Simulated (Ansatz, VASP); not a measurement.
## O: VASP beside Ansatz

```
CELL_PARAMETERS angstrom
2.55243 0.00000 0.00000
-1.27622 2.21047 0.00000
0.00000 0.00000 6.55301
ATOMIC_POSITIONS crystal
O 0.33333 0.66667 0.16100
O 0.66667 0.33333 0.66100
O 0.33333 0.66667 0.33900
O 0.66667 0.33333 0.83900
```

Change from the starting cell: volume scaled by 0.99, crystal datasets.

Alike in both runs: task electric field gradients; functional PBEsol; k mesh 13 × 13 × 5; occupations fermi-dirac, width 0.03 eV; no spin polarisation.

```csv
,VASP,Ansatz
version,VASP 6.6.1,Ansatz 0.2.0
potentials or method,"VASP PAW PBE potentials, release 64 (O), cutoff 520 eV","all-electron PAW with datasets made for the crystal, scalar-relativistic"
```

Ansatz gave:

| Item | Value |
| --- | --- |
| pressure (GPa) | 13.0 |
| traceless stress, the component that is largest in VASP (GPa) | 35.49 |
| rms of the force components (eV/Å) | 1.803 |
| size of Vzz on the site where it differs most (V/Å²) | 103.1 |

Problem. Which values does VASP return?

Solution. Pressure (GPa): 18.9; traceless stress, the component that is largest in VASP (GPa): 48.24; rms of the force components (eV/Å): 2.911; size of Vzz on the site where it differs most (V/Å²): 109.6.

VASP's potentials were made for PBE, not for PBEsol. Atom by atom the forces differ by 1.108 eV/Å (rms over components). Ansatz ran all-electron here, and VASP with PAW potentials.

Noted on VASP's run: the standard files for N, O and F lose accuracy on very short bonds; spin is off for a triplet molecule.
